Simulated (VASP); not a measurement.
The system is SnO.

```
CELL_PARAMETERS angstrom
3.81370 0.00000 0.00000
0.00000 3.81370 0.00000
0.00000 0.00000 4.88691
ATOMIC_POSITIONS crystal
Sn 0.50000 0.00000 0.76463
Sn 0.00000 0.50000 0.23537
O 0.00000 0.00000 0.00000
O 0.50000 0.50000 0.00000
```

```yaml
Program: VASP 6.6.1
Task: relaxation of cell and atoms
Functional: PBEsol
Potentials_or_basis: VASP PAW PBE potentials, release 64 (Sn_d, O)
Cutoff: 600 eV
k_mesh: 7 × 7 × 6
Occupations: fermi-dirac, width 0.05 eV
Spin: no spin polarisation
```

At the start: pressure -0.4 GPa; volume 17.77 Å³/atom.

Problem. Where does the relaxation end?

Solution. Over 8 steps the energy falls by 2.7 meV/atom and the volume is 17.14 Å³/atom (-3.6 %); space group P4/nmm (No. 129, to 0.05 Å).

Step by step:
```tsv
step	energy change (eV)	largest force (eV/Å)	pressure (GPa)	volume (Å³)
1	0.0000	0.1573	-0.36	71.08
2	-0.0028	0.0984	-0.32	70.67
3	-0.0057	0.0538	-0.17	69.61
4	-0.0077	0.0022	0.18	69.12
5	-0.0088	0.0637	0.55	68.59
6	-0.0104	0.0083	0.04	68.64
7	-0.0106	0.0349	-0.16	68.66
8	-0.0107	0.0041	-0.05	68.55
```

Final structure:
```
Sn O
1.0
     3.80582    0.00000    0.00000
     0.00000    3.80582    0.00000
     0.00000    0.00000    4.73282
Sn O
2 2
Cartesian
  1.9029 3.8058 3.5768
  0.0000 1.9029 1.1560
  3.8058 0.0000 0.0000
  1.9029 1.9029 0.0000
```

Caveat: the PAW data sets were made with another functional, which shifts forces and pressure a little.
